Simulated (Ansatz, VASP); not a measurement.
TaI3: VASP beside Ansatz

File INCAR:

```
SYSTEM = TaI3
PREC = Accurate ; ENCUT = 520
EDIFF = 1E-6 ; ISMEAR = 0
SIGMA = 0.05 ; LREAL = .False.
LASPH = .True. ; NELM = 80
ALGO = Normal ; ISIF = 2
LWAVE = .False. ; LCHARG = .False.
GGA = PE ; NBANDS = 24
```

The input KPOINTS:

```
Automatic mesh
0
Gamma
  6 6 6
  0 0 0
```

Contents of POSCAR:

```
TaI3
1.0
    5.5923770448      0.0000000000      0.0000000000
    0.0000000000      5.5923770448      0.0000000000
    0.0000000000      0.0000000000      5.5923770448
Ta I
1 3
Direct
    0.0000000000      0.0000000000      0.0000000000
    0.5000000000      0.0000000000      0.0000000000
    0.0000000000      0.0000000000      0.5000000000
    0.0000000000      0.5000000000      0.0000000000
```

Input for Ansatz:

```yaml
crystal:
  lattice:
    - [5.5923770448, 0.0, 0.0]
    - [0.0, 5.5923770448, 0.0]
    - [0.0, 0.0, 5.5923770448]
  atoms:
    - { symbol: Ta, position: [0.0, 0.0, 0.0] }
    - { symbol: I, position: [0.5, 0.0, 0.0] }
    - { symbol: I, position: [0.0, 0.0, 0.5] }
    - { symbol: I, position: [0.0, 0.5, 0.0] }
basis:
  ecutwfc: 420
  ecutrho_ratio: 4
kpoints:
  mp_grid: { grid: [6, 6, 6] }
hamiltonian:
  xc: pbe
scf:
  occupations: { method: gaussian, width: 0.05 }
output:
  forces: true
  stress: true
  eigenvalues: true
```

Alike in both runs: task single point; functional PBE; k mesh 6 × 6 × 6; occupations gaussian, width 0.05 eV; no spin polarisation.

|  | VASP | Ansatz |
| --- | --- | --- |
| version | VASP 6.6.1 | Ansatz 0.2.0 |
| potentials or method | VASP PAW PBE potentials, release 64 (Ta_pv, I), cutoff 520 eV | scalar-relativistic, plane waves, PAW |
| valence electrons in the cell | 32 | 64 |

```tsv
	VASP	Ansatz	Ansatz less VASP
gap on the k mesh at the Fermi level (eV)	none	none	-
pressure (GPa)	0.0	0.0	0.00
```

A gap of «none» marks a metal or a gap that the smearing closes. VASP's potentials hold 32 valence electrons a cell and Ansatz's 64, so a difference there can come from the potentials and not from the codes.

Spin-orbit coupling is off throughout.
